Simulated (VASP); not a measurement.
Write the native input for VASP 6.6.1 that does the following.

| Property | Result |
| --- | --- |
| Task | single point |
| Functional | PBE |
| Potentials or basis | VASP PAW PBE potentials, release 64 (Be, Ga_d) |
| Cutoff | 520 eV |
| k mesh | 14 × 14 × 14 |
| Occupations | gaussian, width 0.1 eV |
| Spin | no spin polarisation |
| Dipole correction | no |
| Further INCAR settings | ALGO = Normal; EDIFF = 1e-06; NBANDS = 28 |

The structure of BeGa3 lies in POSCAR:

```
BeGa3
1.0
   -2.0746625878      2.0746625878      3.5071038551
    2.0746625878     -2.0746625878      3.5071038551
    2.0746625878      2.0746625878     -3.5071038551
Be Ga
1 3
Direct
    0.0008539145      0.0008539145      0.0000000000
    0.7465096031      0.2465096031      0.5000000000
    0.2465096031      0.7465096031      0.5000000000
    0.5061268794      0.5061268794      0.0000000000
```

This cell differs from its parent crystal: strained and its atoms moved.

These files were run (other wordings do the same):

INCAR

```
SYSTEM = BeGa3
ALGO = Normal
EDIFF = 1E-6
ENCUT = 520
GGA = PE
ISIF = 2
ISMEAR = 0
LASPH = .True.
LCHARG = .True.
LELF = .True.
LREAL = .False.
LVHAR = .True.
LWAVE = .False.
NBANDS = 28
NELM = 100
PREC = Accurate
SIGMA = 0.1
```

KPOINTS

```
k-points
0
Gamma
  14 14 14
  0 0 0
```

Potentials or basis: VASP PAW PBE potentials, release 64 (Be, Ga_d).

Command:

```bash
$ cat potpaw_PBE.64/Be/POTCAR potpaw_PBE.64/Ga_d/POTCAR > POTCAR
$ mpirun -np 1 vasp_std > vasp.out
```

Results of the run:

```
Pressure      : 4.8 GPa
Largest force : 0.385 eV/Å
```

Caveat: the cell differs from its parent crystal (strained and its atoms moved).

Wall time 2.4 min on 1 thread of Intel(R) Xeon(R) 6975P-C (Granite Rapids), with other jobs on the host, peak memory 0.45 GiB.
